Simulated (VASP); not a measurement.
# Rb (R-3m) in VASP: single point with PBE

Aim: the single point of Rb with PBE.

All numbers are computed with VASP 6.6.1; they aren't measurements. Logs are shortened: lines on timing, memory, paths and dates and some standing lists are left out, and cuts for length are marked.

### 1 The cell of the first run

The structure is trigonal, space group R-3m (No. 166). The conventional cell has a = 5.057 Å, b = 5.057 Å, c = 12.362 Å, α = 90.00°, β = 90.00°, γ = 120.00°.

### 2 Single point, PBE

Input file INCAR:

```
ALGO     = Fast           # electronic algorithm
EDIFF    = 1E-7           # SCF threshold, eV
ENCUT    = 520            # plane-wave cutoff, eV
GGA      = PE             # functional
ISIF     = 2              # what is computed and relaxed
ISMEAR   = 0              # smearing method
LASPH    = True           # aspherical terms in the spheres
LCHARG   = True           # write CHGCAR
LELF     = True           # ELF
LREAL    = False          # projectors in reciprocal space
LVHAR    = True         
LWAVE    = False          # write WAVECAR
NBANDS   = 20             # bands
NELM     = 100            # most SCF steps
PREC     = Accurate       # precision mode
SIGMA    = 0.1            # smearing width, eV
```

Input file KPOINTS:

```
k-points
0
Gamma
  12 12 4
```

Input file POSCAR:

```
Rb
1.0
    5.0572382096      0.0000000000      0.0000000000
   -2.5286191048      4.3796967625      0.0000000000
    0.0000000000      0.0000000000     12.3621063385
Rb
3
Direct
    0.0000000000      0.0000000000      0.0000000000
    0.3333333333      0.6666666667      0.3333333333
    0.6666666667      0.3333333333      0.6666666667
```

Potentials or basis: VASP PAW PBE potentials, release 64 (Rb_sv).

On the command line:

```console
cat potpaw_PBE.64/Rb_sv/POTCAR > POTCAR
mpirun -np 1 vasp_std > vasp.out
```

OUTCAR:

```text
EDIFF = 1E-7
   ENCUT = 520
   GGA = PE
   ISIF = 2
   ISMEAR = 0
   LASPH = True
   LREAL = False
   NELM = 100
   PREC = Accurate

 ion  position               nearest neighbor table
   1  0.000  0.000  0.000-   2 5.05   3 5.05   2 5.05   3 5.05   3 5.05   2 5.05
   2  0.333  0.667  0.333-   1 5.05   1 5.05   1 5.05   3 5.05   3 5.05   3 5.05
   3  0.667  0.333  0.667-   1 5.05   1 5.05   1 5.05   2 5.05   2 5.05   2 5.05

  LATTYP: Found a hexagonal cell.
 ALAT       =     5.0572382096
 C/A-ratio  =     2.4444382143

  Lattice vectors:

 A1 = (   5.0572382096,   0.0000000000,   0.0000000000)
 A2 = (  -2.5286191048,   4.3796967625,   0.0000000000)
 A3 = (   0.0000000000,   0.0000000000,  12.3621063385)

Analysis of symmetry for initial positions (statically):
=====================================================================
 Subroutine PRICEL returns following result:

  LATTYP: Found a trigonal (rhomboedric) cell.
 ALAT       =     5.0502876496
 COS(alpha) =     0.4986227827

  Lattice vectors:

 A1 = (   2.5286191043,   1.4598989211,  -4.1207021137)
 A2 = (   0.0000000003,  -2.9197978418,  -4.1207021124)
 A3 = (  -2.5286191045,   1.4598989207,  -4.1207021124)

   3 primitive cells build up your supercell.

 Routine SETGRP: Setting up the symmetry group for a
 hexagonal supercell.

 Subroutine GETGRP returns: Found 12 space group operations
 (whereof 12 operations were pure point group operations)
 out of a pool of 24 trial point group operations.

The static configuration has the point symmetry D_3d.

Analysis of symmetry for dynamics (positions and initial velocities):
=====================================================================
 Subroutine PRICEL returns following result:

  LATTYP: Found a trigonal (rhomboedric) cell.
 ALAT       =     5.0502876496
 COS(alpha) =     0.4986227827

  Lattice vectors:

 A1 = (   2.5286191043,   1.4598989211,  -4.1207021137)
 A2 = (   0.0000000003,  -2.9197978418,  -4.1207021124)
 A3 = (  -2.5286191045,   1.4598989207,  -4.1207021124)

[... 92 lines left out ...]
   dimension x,y,z NGX =    40 NGY =   40 NGZ =   96
   dimension x,y,z NGXF=    80 NGYF=   80 NGZF=  192
   ions per type =               3
   NGX,Y,Z   is equivalent  to a cutoff of  13.15, 13.15, 12.91 a.u.
   NGXF,Y,Z  is equivalent  to a cutoff of  26.30, 26.30, 25.82 a.u.
 SYSTEM =  unknown system
   PREC   = accura    normal or accurate (medium, high low for compatibility)
   ISTART =      0    job   : 0-new  1-cont  2-samecut
   ICHARG =      2    charge: 1-file 2-atom 10-const
   ISPIN  =      1    spin polarized calculation?
   LNONCOLLINEAR =      F non collinear calculations
   LSORBIT =      F    spin-orbit coupling
   LASPH  =      T    aspherical Exc in radial PAW
   ENCUT  =  520.0 eV  38.22 Ry    6.18 a.u.   9.40  9.40 22.99*2*pi/ulx,y,z
   NELM   =    100;   NELMIN=  2; NELMDL= -5     # of ELM steps
   EDIFF  = 0.1E-06   stopping-criterion for ELM
   LREAL  =      F    real-space projection
   EDIFFG = 0.1E-05   stopping-criterion for IOM
   NSW    =      0    number of steps for IOM
   IBRION =     -1    ionic relax: 0-MD 1-quasi-New 2-CG
   NFREE  =      0    steps in history (QN), initial steepest desc. (CG)
   ISIF   =      2    stress and relaxation
   ISYM   =      2    0-nonsym 1-usesym 2-fastsym
   POTIM  = 0.5000    time-step for ionic-motion
   TEBEG  =    0.0;   TEEND  =   0.0 temperature during run
   PSTRESS=    0.0 pullay stress
   NELECT =      27.0000    total number of electrons
   NUPDOWN=      -1.0000    fix difference up-down
   EMIN   =  10.00;   EMAX   =-10.00  energy-range for DOS
   EFERMI =   0.00;   METHOD = LEGACY
   ISMEAR =     0;   SIGMA  =   0.10  broadening in eV -4-tet -1-fermi 0-gaus
   EFERMI_NEDOS =   21; number of points for ismear=-14 and -15
   IALGO  =     68    algorithm
   IMIX   =      4    mixing-type and parameters
     AMIX     =   0.40;   BMIX     =  1.00
     AMIX_MAG =   1.60;   BMIX_MAG =  1.00
  volume/ion in A,a.u.               =      91.27       615.92
  Fermi-wavevector in a.u.,A,eV,Ry     =   0.756333  1.429261  7.783062  0.572039
  Thomas-Fermi vector in A             =   1.854429
   LORBIT       =      0    0 simple, 1 ext, 2 COOP (PROOUT), +10 PAW based schemes
   GGA     = PE    functional components
   LHFCALC =     F    Hartree Fock is set to
   AEXX    =    0.0000 exact exchange contribution
   IVDW    =     0    specifies the selected vdW correction
   LEPSILON=     F    determine dielectric tensor
   LRPA    =     F    only Hartree local field effects (RPA)
 non-spin polarized calculation
 RMM-DIIS sequential band-by-band and
 Gauss-broadening in eV      SIGMA  =   0.10
  energy-cutoff  :      520.00
  volume of cell :      273.81
 maximum number of plane-waves:      7426
 NGX is ok and might be reduce to    40
   NGX = 19   NGY = 19   NGZ = 45

 number of electron      27.0000000 magnetization

 Free energy of the ion-electron system (eV)
  ---------------------------------------------------
  ext. energy  EPLUGINS =         0.00000000
  ---------------------------------------------------
  free energy    TOTEN  =        -2.81813004 eV

  energy without entropy =       -2.80462380  energy(sigma->0) =       -2.81137692

 E-fermi :  -0.0103     XC(G=0):  -5.4585

 val. band max:       -0.0196997184   @ k =   0.4167   0.0833   0.2500
 cond. band min:      -0.0009593246   @ k =   0.3333   0.1667   0.5000
 fundamental gap:      0.0187403938
 Fermi energy:        -0.0103313878

 k-point     1 :       0.0000    0.0000    0.0000
  band No.  band energies     occupation
      1     -28.8939      2.00000
      2     -28.8911      2.00000
      3     -28.8911      2.00000
      4     -13.0084      2.00000
      5     -13.0084      2.00000
      6     -12.9475      2.00000
[... 541 lines left out ...]
     19       2.8158      0.00000
     20       3.1260      0.00000

 [... further k-points ...]
[... 5 lines left out ...]
  --------------------------------------------------------------------------------------
  -------------------------------------------------------------------------------------
  Total       -0.0031685     -0.0031685      0.0094852      0.0000000      0.0000000      0.0000000
  in kB       -0.0185404     -0.0185404      0.0555018      0.0000000      0.0000000      0.0000000
  external PRESSURE =       0.0061403 kB  Pullay stress =       0.0000000 kB

 VOLUME and BASIS-vectors are now :
 -----------------------------------------------------------------------------
  energy-cutoff  :      520.00
  volume of cell :      273.81
      direct lattice vectors                 reciprocal lattice vectors
     5.057238210  0.000000000  0.000000000     0.197736385  0.114163155  0.000000000
    -2.528619105  4.379696763  0.000000000     0.000000000  0.228326310  0.000000000
     0.000000000  0.000000000 12.362106339     0.000000000  0.000000000  0.080892364

 POSITION                                       TOTAL-FORCE (eV/Angst)
 -----------------------------------------------------------------------------------
      0.00000      0.00000      0.00000        -0.000000     -0.000000      0.000000
     -0.00000      2.91980      4.12070         0.000000      0.000000     -0.000000
      2.52862      1.45990      8.24140         0.000000     -0.000000      0.000000
 -----------------------------------------------------------------------------------
    total drift:                               -0.000000     -0.000000     -0.000000

  FREE ENERGIE OF THE ION-ELECTRON SYSTEM (eV)
  ---------------------------------------------------
  free  energy   TOTEN  =        -2.8181300417 eV

  energy  without entropy=       -2.8046238015  energy(sigma->0) =       -2.81137692
```

OSZICAR:

```text
N       E                     dE             d eps       ncg     rms          rms(c)
DAV:   1     0.190981632928E+03    0.19098E+03   -0.99591E+03  2760   0.102E+03
DAV:   2     0.178450318989E+02   -0.17314E+03   -0.16986E+03  3532   0.210E+02
DAV:   3    -0.216159956985E+01   -0.20007E+02   -0.19957E+02  4348   0.686E+01
DAV:   4    -0.279504514030E+01   -0.63345E+00   -0.63174E+00  3736   0.129E+01
DAV:   5    -0.281372174165E+01   -0.18677E-01   -0.18676E-01  3912   0.184E+00    0.210E+00
RMM:   6    -0.281522391757E+01   -0.15022E-02   -0.57494E-03  3206   0.453E-01    0.128E+00
RMM:   7    -0.281772632328E+01   -0.25024E-02   -0.11287E-02  3144   0.556E-01    0.787E-02
RMM:   8    -0.281808507858E+01   -0.35876E-03   -0.98606E-04  3859   0.153E-01    0.169E-02
RMM:   9    -0.281811500713E+01   -0.29929E-04   -0.29465E-04  4717   0.591E-02    0.143E-02
RMM:  10    -0.281812327068E+01   -0.82635E-05   -0.70603E-05  5059   0.296E-02    0.108E-02
RMM:  11    -0.281812763919E+01   -0.43685E-05   -0.31147E-05  4821   0.217E-02    0.103E-02
RMM:  12    -0.281812888601E+01   -0.12468E-05   -0.15972E-05  4827   0.128E-02    0.423E-03
RMM:  13    -0.281812947688E+01   -0.59087E-06   -0.61357E-06  4579   0.841E-03    0.373E-03
RMM:  14    -0.281812980244E+01   -0.32556E-06   -0.28668E-06  4457   0.616E-03    0.712E-04
RMM:  15    -0.281812998672E+01   -0.18428E-06   -0.12930E-06  4266   0.441E-03    0.784E-04
RMM:  16    -0.281813004170E+01   -0.54980E-07   -0.70369E-07  3815   0.319E-03
   1 F= -.28181300E+01 E0= -.28113769E+01  d E =-.135062E-01
```

It took 9 min on 1 thread of Oxide Virtual Turin-like, shared host; peak memory 0.54 GiB.

Results:

- Free energy: -2.8181 eV
- Pressure: 0.0 GPa

Levels at points of the mesh, in eV from the Fermi level:
```csv
k point,band 10,band 11,band 12,band 13,band 14,band 15,band 16,band 17,band 18,band 19
"(0.00, 0.00, 0.00)",-12.93,-12.93,-12.93,-1.95,-0.81,-0.81,1.72,1.72,3.54,3.55
"(0.50, 0.00, 0.00)",-12.95,-12.95,-12.95,0.16,0.16,0.65,1.03,1.03,1.42,1.84
"(0.00, 0.00, 0.50)",-12.93,-12.93,-12.93,-1.65,-1.65,0.16,0.68,2.90,2.90,3.39
"(0.50, 0.00, 0.50)",-12.96,-12.94,-12.94,0.15,0.38,0.38,0.67,1.64,1.64,1.91
```
